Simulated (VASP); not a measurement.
# Re (Pm-3m) in VASP: further runs

Runs on Re. Level: PBEsol. Tasks: relaxation of cell and atoms.

Everything below comes from runs of VASP 6.6.1. Logs are shortened: lines on timing, memory, paths and dates and some standing lists are left out, and cuts for length are marked.

## 1. The cell of the first run

Symmetry: Pm-3m, No. 221, cubic system. Conventional cell: a = 2.530 Å, b = 2.530 Å, c = 2.530 Å, α = 90.00°, β = 90.00°, γ = 90.00°. Within 3.3 Å of Re (site symmetry m-3m) lie 6 Re at 2.53 Å.

This isn't the form of Re at room conditions, which is hcp.

## 2. Relaxation of cell and atoms, PBEsol

Input file INCAR:

```
SYSTEM = Re
PREC = Accurate
ENCUT = 600
EDIFF = 1E-7
ISMEAR = -1
SIGMA = 0.1
LREAL = .FALSE.
LASPH = .TRUE.
NELM = 80
ALGO = Normal
ISIF = 3
LWAVE = .FALSE.
LCHARG = .FALSE.
GGA = PS
IBRION = 2
NSW = 80
EDIFFG = -0.02
```

Input file KPOINTS:

```
regular mesh
0
G
  16 16 16
  0 0 0
```

Input file POSCAR:

```
Re
1.0
    2.5300000000      0.0000000000      0.0000000000
    0.0000000000      2.5300000000      0.0000000000
    0.0000000000      0.0000000000      2.5300000000
Re
1
Direct
    0.0000000000      0.0000000000      0.0000000000
```

Potentials or basis: VASP PAW PBE potentials, release 64 (Re).

The run is started by

```sh
cat potpaw_PBE.64/Re/POTCAR > POTCAR
mpirun -np 1 vasp_std > vasp.out
```

OUTCAR:

```text
SYSTEM = Re
   PREC = Accurate
   ENCUT = 600
   EDIFF = 1E-7
   ISMEAR = -1
   LREAL = .FALSE.
   LASPH = .TRUE.
   NELM = 80
   ISIF = 3
   GGA = PS
   IBRION = 2
   NSW = 80
   EDIFFG = -0.02

 ion  position               nearest neighbor table
   1  0.000  0.000  0.000-

  LATTYP: Found a simple cubic cell.
 ALAT       =     2.5300000000

  Lattice vectors:

 A1 = (   2.5300000000,   0.0000000000,   0.0000000000)
 A2 = (   0.0000000000,   2.5300000000,   0.0000000000)
 A3 = (   0.0000000000,   0.0000000000,   2.5300000000)

Analysis of symmetry for initial positions (statically):
=====================================================================
 Subroutine PRICEL returns:
 Original cell was already a primitive cell.

 Routine SETGRP: Setting up the symmetry group for a
 simple cubic supercell.

 Subroutine GETGRP returns: Found 48 space group operations
 (whereof 48 operations were pure point group operations)
 out of a pool of 48 trial point group operations.

The static configuration has the point symmetry O_h .

Analysis of symmetry for dynamics (positions and initial velocities):
=====================================================================
 Subroutine PRICEL returns:
 Original cell was already a primitive cell.

 Routine SETGRP: Setting up the symmetry group for a
 simple cubic supercell.

 Subroutine GETGRP returns: Found 48 space group operations
 (whereof 48 operations were pure point group operations)
 out of a pool of 48 trial point group operations.

The dynamic configuration has the point symmetry O_h .

 Subroutine INISYM returns: Found 48 space group operations
 (whereof 48 operations are pure point group operations),
 and found     1 'primitive' translations

----------------------------------------------------------------------------------------

                                     Primitive cell

  volume of cell :      16.1943

  direct lattice vectors                    reciprocal lattice vectors
     2.530000000  0.000000000  0.000000000     0.395256917  0.000000000  0.000000000
     0.000000000  2.530000000  0.000000000     0.000000000  0.395256917  0.000000000
     0.000000000  0.000000000  2.530000000     0.000000000  0.000000000  0.395256917

  length of vectors
     2.530000000  2.530000000  2.530000000     0.395256917  0.395256917  0.395256917

  position of ions in fractional coordinates (direct lattice)
     0.000000000  0.000000000  0.000000000

  ion indices of the primitive-cell ions
   primitive index   ion index
                 1           1

----------------------------------------------------------------------------------------

 KPOINTS: regular mesh

Automatic generation of k-mesh.
 Grid dimensions read from file:
 generate k-points for:   16   16   16

 Generating k-lattice:

  Cartesian coordinates                     Fractional coordinates (reciprocal lattice)
     0.024703557  0.000000000  0.000000000     0.062500000  0.000000000  0.000000000
     0.000000000  0.024703557  0.000000000     0.000000000  0.062500000  0.000000000
     0.000000000  0.000000000  0.024703557     0.000000000  0.000000000  0.062500000

  Length of vectors
     0.024703557  0.024703557  0.024703557

  Shift w.r.t. Gamma in fractional coordinates (k-lattice)
     0.000000000  0.000000000  0.000000000

 Subroutine IBZKPT returns following result:
 ===========================================

 Found    165 irreducible k-points:

 Following reciprocal coordinates:
            Coordinates               Weight
  0.000000  0.000000  0.000000      1.000000
  0.062500  0.000000  0.000000      6.000000
  0.125000  0.000000  0.000000      6.000000
  0.187500  0.000000  0.000000      6.000000
  0.250000  0.000000  0.000000      6.000000
  0.312500  0.000000  0.000000      6.000000
[... 16 lines left out ...]
  0.437500  0.125000  0.000000     24.000000
  0.500000  0.125000  0.000000     12.000000
 [... further k-points ...]
   k-points           NKPTS =    165   k-points in BZ     NKDIM =    165   number of bands    NBANDS=      7
   number of dos      NEDOS =    301   number of ions     NIONS =      1
   total plane-waves  NPLWV =   8000
   dimension x,y,z NGX =    20 NGY =   20 NGZ =   20
   dimension x,y,z NGXF=    40 NGYF=   40 NGZF=   40
   ions per type =               1
   NGX,Y,Z   is equivalent  to a cutoff of  13.14, 13.14, 13.14 a.u.
   NGXF,Y,Z  is equivalent  to a cutoff of  26.28, 26.28, 26.28 a.u.
 SYSTEM =  Re
   PREC   = accura    normal or accurate (medium, high low for compatibility)
   ISTART =      0    job   : 0-new  1-cont  2-samecut
   ICHARG =      2    charge: 1-file 2-atom 10-const
   ISPIN  =      1    spin polarized calculation?
   LNONCOLLINEAR =      F non collinear calculations
   LSORBIT =      F    spin-orbit coupling
   LASPH  =      T    aspherical Exc in radial PAW
   ENCUT  =  600.0 eV  44.10 Ry    6.64 a.u.   5.05  5.05  5.05*2*pi/ulx,y,z
   NELM   =     80;   NELMIN=  2; NELMDL= -5     # of ELM steps
   EDIFF  = 0.1E-06   stopping-criterion for ELM
   LREAL  =      F    real-space projection
   EDIFFG = -.2E-01   stopping-criterion for IOM
   NSW    =     80    number of steps for IOM
   IBRION =      2    ionic relax: 0-MD 1-quasi-New 2-CG
   NFREE  =      1    steps in history (QN), initial steepest desc. (CG)
   ISIF   =      3    stress and relaxation
   ISYM   =      2    0-nonsym 1-usesym 2-fastsym
   POTIM  = 0.5000    time-step for ionic-motion
   TEBEG  =    0.0;   TEEND  =   0.0 temperature during run
   PSTRESS=    0.0 pullay stress
   NELECT =       7.0000    total number of electrons
   NUPDOWN=      -1.0000    fix difference up-down
   EMIN   =  10.00;   EMAX   =-10.00  energy-range for DOS
   EFERMI =   0.00;   METHOD = LEGACY
   ISMEAR =    -1;   SIGMA  =   0.10  broadening in eV -4-tet -1-fermi 0-gaus
   EFERMI_NEDOS =   21; number of points for ismear=-14 and -15
   IALGO  =     38    algorithm
   IMIX   =      4    mixing-type and parameters
     AMIX     =   0.40;   BMIX     =  1.00
     AMIX_MAG =   1.60;   BMIX_MAG =  1.00
  volume/ion in A,a.u.               =      16.19       109.28
  Fermi-wavevector in a.u.,A,eV,Ry     =   1.237809  2.339120 20.846456  1.532171
  Thomas-Fermi vector in A             =   2.372361
   LORBIT       =      0    0 simple, 1 ext, 2 COOP (PROOUT), +10 PAW based schemes
   GGA     = PS    functional components
   LHFCALC =     F    Hartree Fock is set to
   AEXX    =    0.0000 exact exchange contribution
   IVDW    =     0    specifies the selected vdW correction
   LEPSILON=     F    determine dielectric tensor
   LRPA    =     F    only Hartree local field effects (RPA)
 conjugate gradient relaxation of ions
 non-spin polarized calculation
  energy-cutoff  :      600.00
  volume of cell :       16.19
 maximum number of plane-waves:       554
   NGX = 11   NGY = 11   NGZ = 11

--------------------------------------- Ionic step        1  -------------------------------------------

 number of electron       6.9999998 magnetization

 Free energy of the ion-electron system (eV)
  ---------------------------------------------------
  ext. energy  EPLUGINS =         0.00000000
  ---------------------------------------------------
  free energy    TOTEN  =       -11.93318959 eV

  energy without entropy =      -11.89104012  energy(sigma->0) =      -11.91211485

------------------------ aborting loop because EDIFF is reached ----------------------------------------

  FORCE on cell =-STRESS in cart. coord.  units (eV):
  Direction    XX          YY          ZZ          XY          YZ          ZX
  --------------------------------------------------------------------------------------
  -------------------------------------------------------------------------------------
  Total        0.8092183      0.8092183      0.8092183      0.0000000      0.0000000     -0.0000000
  in kB       80.0598435     80.0598435     80.0598435      0.0000000      0.0000000     -0.0000000
  external PRESSURE =      80.0598435 kB  Pullay stress =       0.0000000 kB

 VOLUME and BASIS-vectors are now :
 -----------------------------------------------------------------------------
  energy-cutoff  :      600.00
  volume of cell :       16.19
      direct lattice vectors                 reciprocal lattice vectors
     2.530000000  0.000000000  0.000000000     0.395256917  0.000000000  0.000000000
     0.000000000  2.530000000  0.000000000     0.000000000  0.395256917  0.000000000
     0.000000000  0.000000000  2.530000000     0.000000000  0.000000000  0.395256917
[... 71 lines left out ...]
 POSITION                                       TOTAL-FORCE (eV/Angst)
 -----------------------------------------------------------------------------------
      0.00000      0.00000      0.00000         0.000000      0.000000      0.000000
 -----------------------------------------------------------------------------------
    total drift:                                0.000000      0.000000      0.000000

  FREE ENERGIE OF THE ION-ELECTRON SYSTEM (eV)
  ---------------------------------------------------
  free  energy   TOTEN  =       -11.9438454715 eV

  energy  without entropy=      -11.9012789081  energy(sigma->0) =      -11.92256219

--------------------------------------- Ionic step        4  -------------------------------------------

 number of electron       6.9999999 magnetization

 Free energy of the ion-electron system (eV)
  ---------------------------------------------------
  ext. energy  EPLUGINS =         0.00000000
  ---------------------------------------------------
  free energy    TOTEN  =       -11.94386036 eV

  energy without entropy =      -11.90130852  energy(sigma->0) =      -11.92258444

 E-fermi :   6.8270     XC(G=0): -13.0071

 val. band max:        6.8255531431   @ k =   0.3750   0.3125   0.0000
 cond. band min:       6.8334353336   @ k =   0.2500   0.1875   0.1875
 fundamental gap:      0.0078821904
 Fermi energy:         6.8270108031

 k-point     1 :       0.0000    0.0000    0.0000
  band No.  band energies     occupation
      1      -2.6086      2.00000
      2       1.2931      2.00000
      3       1.2931      2.00000
      4      10.4632      0.00000
      5      10.4632      0.00000
      6      10.4632      0.00000
      7      22.3576      0.00000

 k-point     2 :       0.0625    0.0000    0.0000
  band No.  band energies     occupation
      1      -2.4751      2.00000
      2       1.3260      2.00000
      3       1.4359      2.00000
      4      10.2593      0.00000
      5      10.2593      0.00000
      6      10.4779      0.00000
      7      21.5860      0.00000
[... 201 lines left out ...]
 k-point    23 :       0.4375    0.1250    0.0000
  band No.  band energies     occupation
      1       1.2238      2.00000
      2       2.7702      2.00000
      3       4.1227      2.00000
      4       6.8964      0.66626
      5       8.0663      0.00001
      6      10.2104      0.00000
      7      15.4784      0.00000

 k-point    24 :       0.5000    0.1250    0.0000
  band No.  band energies     occupation
      1       1.3956      2.00000
      2       2.8522      2.00000
      3       3.9664      2.00000
      4       6.7891      1.18749
      5       8.2686      0.00000
      6      10.2291      0.00000
      7      15.4341      0.00000

 [... further k-points ...]
[... 5 lines left out ...]
  --------------------------------------------------------------------------------------
  -------------------------------------------------------------------------------------
  Total       -0.0001566     -0.0001566     -0.0001566      0.0000000      0.0000000     -0.0000000
  in kB       -0.0150819     -0.0150819     -0.0150819      0.0000000      0.0000000     -0.0000000
  external PRESSURE =      -0.0150819 kB  Pullay stress =       0.0000000 kB

 VOLUME and BASIS-vectors are now :
 -----------------------------------------------------------------------------
  energy-cutoff  :      600.00
  volume of cell :       16.63
      direct lattice vectors                 reciprocal lattice vectors
     2.552607311  0.000000000 -0.000000000     0.391756302 -0.000000000  0.000000000
     0.000000000  2.552607311  0.000000000    -0.000000000  0.391756302 -0.000000000
    -0.000000000  0.000000000  2.552607311     0.000000000 -0.000000000  0.391756302

 POSITION                                       TOTAL-FORCE (eV/Angst)
 -----------------------------------------------------------------------------------
      0.00000      0.00000      0.00000         0.000000     -0.000000      0.000000
 -----------------------------------------------------------------------------------
    total drift:                               -0.000000      0.000000      0.000000

  FREE ENERGIE OF THE ION-ELECTRON SYSTEM (eV)
  ---------------------------------------------------
  free  energy   TOTEN  =       -11.9438603628 eV

  energy  without entropy=      -11.9013085185  energy(sigma->0) =      -11.92258444

 reached required accuracy - stopping structural energy minimisation
```

Wall time 50 s (1 thread of Intel Xeon 8259CL, shared host); peak memory 0.15 GiB.

What came out:

- Free energy: -11.9439 eV
- Relaxed volume: 16.63 Å³/atom
- Relaxed cell: a = 2.553 Å, b = 2.553 Å, c = 2.553 Å, α = 90.00°, β = 90.00°, γ = 90.00°
- Space group after relaxing (to 0.1 Å): Pm-3m (No. 221)
- Energy gained by relaxing: 10.7 meV/atom
- Ionic steps: 4
- Pressure after relaxing: 0.0 GPa
- Band gap on the k mesh: zero (an odd number of electrons rules out a gap without spin polarisation)

Step by step:
```tsv
step	energy change (eV)	largest force (eV/Å)	pressure (GPa)	volume (Å³)
1	0.0000	0.0000	8.01	16.19
2	0.0965	0.0000	-20.68	18.17
3	-0.0107	0.0000	-0.29	16.65
4	-0.0107	0.0000	0.00	16.63
```

Final structure:
```
Re
1.0
     2.55261    0.00000    0.00000
     0.00000    2.55261    0.00000
     0.00000    0.00000    2.55261
Re
1
Direct
  0.00000 0.00000 0.00000
```

Levels at points of the mesh, in eV from the Fermi level:
```csv
k point,band 1,band 2,band 3,band 4,band 5,band 6,band 7
"(0.00, 0.00, 0.00)",-9.44,-5.53,-5.53,3.64,3.64,3.64,15.53
"(0.50, 0.00, 0.00)",-5.96,-4.57,-1.08,-0.14,-0.14,4.04,8.62
"(0.50, 0.50, 0.00)",-6.61,-3.97,0.61,0.61,4.76,4.76,6.39
"(0.50, 0.50, 0.50)",-4.97,-4.97,-4.97,6.66,6.66,7.84,11.86
```

Caveat: the PAW data sets were made with another functional, which shifts forces and pressure a little; spin-orbit coupling is left out, which moves the levels of the heavy elements.

## 3. Relaxation of cell and atoms, PBEsol, target pressure 20 GPa, at which the enthalpy is minimised

Input file INCAR:

```
SYSTEM = Re
PREC = Accurate
ENCUT = 600
EDIFF = 1E-7
ISMEAR = -1
SIGMA = 0.1
LREAL = .False.
LASPH = .True.
NELM = 100
ALGO = Normal
ISIF = 3
LWAVE = .False.
LCHARG = .False.
GGA = PS
IBRION = 2
NSW = 80
EDIFFG = -0.02
PSTRESS = 200.0
```

Input file KPOINTS:

```
Automatic mesh
0
Gamma
  16 16 16
  0 0 0
```

POSCAR is that of step 2.

Potentials or basis: VASP PAW PBE potentials, release 64 (Re).

The run is started by

```sh
cat potpaw_PBE.64/Re/POTCAR > POTCAR
mpirun -np 1 vasp_std > vasp.out
```

Wall time 65 s (1 thread of Intel Xeon 8259CL, shared host); peak memory 0.15 GiB.

The run converged. Its results:

* Free energy: -11.8855 eV
* Relaxed volume: 15.64 Å³/atom
* Relaxed cell: a = 2.501 Å, b = 2.501 Å, c = 2.501 Å, α = 90.00°, β = 90.00°, γ = 90.00°
* Space group after relaxing (to 0.1 Å): Pm-3m (No. 221)
* Energy change on relaxing (the run minimises the enthalpy): +47.7 meV/atom
* Ionic steps: 4
* Pressure after relaxing: 19.9 GPa
* Band gap on the k mesh: zero (an odd number of electrons rules out a gap without spin polarisation)

The path:
```csv
step,energy change (eV),largest force (eV/Å),pressure (GPa),volume (Å³)
1,0.0000,0.0000,8.01,16.19
2,0.7246,0.0000,90.11,13.52
3,0.0438,0.0000,19.14,15.67
4,0.0477,0.0000,19.88,15.64
```

Final structure:
```
Re
1.0
     2.50074    0.00000    0.00000
     0.00000    2.50074    0.00000
     0.00000    0.00000    2.50074
Re
1
Direct
  0.00000 0.00000 0.00000
```

Levels at points of the mesh, in eV from the Fermi level:
```
           k point  band 1  band 2  band 3  band 4  band 5  band 6  band 7
(0.00, 0.00, 0.00)   -9.88   -6.00   -6.00    3.99    3.99    3.99   16.06
(0.50, 0.00, 0.00)   -6.26   -4.95   -1.16   -0.19   -0.19    4.44    9.40
(0.50, 0.50, 0.00)   -7.23   -4.21    0.65    0.65    5.03    5.03    7.01
(0.50, 0.50, 0.50)   -5.45   -5.45   -5.45    7.32    7.32    7.62   12.72
```

Caveat: the cell is relaxed towards a set pressure, so the run minimises the enthalpy, not the energy; the PAW data sets were made with another functional, which shifts forces and pressure a little; spin-orbit coupling is left out, which moves the levels of the heavy elements.

## 4. Relaxation of cell and atoms, PBEsol, target pressure 40 GPa, at which the enthalpy is minimised

Input file INCAR:

```
PREC     = Accurate       # precision mode
ENCUT    = 600            # plane-wave cutoff, eV
EDIFF    = 1E-6           # SCF threshold, eV
ISMEAR   = -1             # smearing method
SIGMA    = 0.1            # smearing width, eV
LREAL    = F              # projectors in reciprocal space
LASPH    = T              # aspherical terms in the spheres
NELM     = 60             # most SCF steps
ALGO     = Normal         # electronic algorithm
ISIF     = 3              # what is computed and relaxed
LWAVE    = F              # write WAVECAR
LCHARG   = F              # write CHGCAR
GGA      = PS             # functional
IBRION   = 2              # ionic algorithm
NSW      = 80             # ionic steps
EDIFFG   = -0.02          # ionic threshold
PSTRESS  = 400.0
```

Input file KPOINTS:

```
Automatic mesh
0
Gamma
  16 16 16
```

POSCAR is that of step 3.

The run is started by

```sh
cat potpaw_PBE.64/Re/POTCAR > POTCAR
mpirun -np 1 vasp_std > vasp.out
```

Wall time 70 s (1 thread of Intel Xeon 8259CL, shared host); peak memory 0.16 GiB.

The run converged. Its results:

```
Free energy                                                : -11.7443 eV
Relaxed volume                                             : 14.87 Å³/atom
Relaxed cell                                               : a = 2.459 Å, b = 2.459 Å, c = 2.459 Å, α = 90.00°, β = 90.00°, γ = 90.00°
Space group after relaxing (to 0.1 Å)                      : Pm-3m (No. 221)
Energy change on relaxing (the run minimises the enthalpy) : +188.8 meV/atom
Ionic steps                                                : 5
Pressure after relaxing                                    : 40.0 GPa
Band gap on the k mesh                                     : zero (an odd number of electrons rules out a gap without spin polarisation)
```

The path:
```tsv
step	energy change (eV)	largest force (eV/Å)	pressure (GPa)	volume (Å³)
1	0.0000	0.0000	8.02	16.19
2	6.1310	0.0000	447.03	9.74
3	0.1319	0.0000	32.87	15.12
4	0.1677	0.0000	37.46	14.96
5	0.1888	0.0000	40.01	14.87
```

Final structure:
```cif
data_structure
_symmetry_space_group_name_H-M 'P 1'
_symmetry_Int_Tables_number 1
_cell_length_a 2.4592
_cell_length_b 2.4592
_cell_length_c 2.4592
_cell_angle_alpha 90.000
_cell_angle_beta 90.000
_cell_angle_gamma 90.000
_cell_volume 14.87
loop_
_atom_site_label
_atom_site_type_symbol
_atom_site_fract_x
_atom_site_fract_y
_atom_site_fract_z
_atom_site_occupancy
Re1 Re 0.00000 0.00000 0.00000 1
```

Levels at points of the mesh, in eV from the Fermi level:
```
           k point  band 1  band 2  band 3  band 4  band 5  band 6
(0.00, 0.00, 0.00)  -10.24   -6.41   -6.41    4.30    4.30    4.30
(0.50, 0.00, 0.00)   -6.50   -5.28   -1.22   -0.24   -0.24    4.79
(0.50, 0.50, 0.00)   -7.77   -4.41    0.68    0.68    5.27    5.27
(0.50, 0.50, 0.50)   -5.87   -5.87   -5.87    7.42    7.90    7.90
```

Caveat: the cell is relaxed towards a set pressure, so the run minimises the enthalpy, not the energy; the PAW data sets were made with another functional, which shifts forces and pressure a little; spin-orbit coupling is left out, which moves the levels of the heavy elements.

## 5. Overview

```tsv
cell	gap on the mesh (eV)	pressure (GPa)
relaxed	none	0.0
relaxed to 20 GPa	none	19.9
relaxed to 40 GPa	none	40.0
```

Alike in all rows: task relaxation of cell and atoms; level PBEsol; potentials or basis VASP PAW PBE potentials, release 64 (Re); no spin polarisation; k mesh 16 × 16 × 16; cutoff (eV) 600; smearing fermi-dirac 0.1 eV.

Caveats: the PAW data sets were made with another functional, which shifts forces and pressure a little; spin-orbit coupling is left out, which moves the levels of the heavy elements; the cell is relaxed towards a set pressure, so the run minimises the enthalpy, not the energy (at least some runs).

Total energies depend on the potentials used, so only differences within one code and one set of settings carry meaning.

The gap in the log of VASP goes by the Fermi energy; the results here count the filled bands.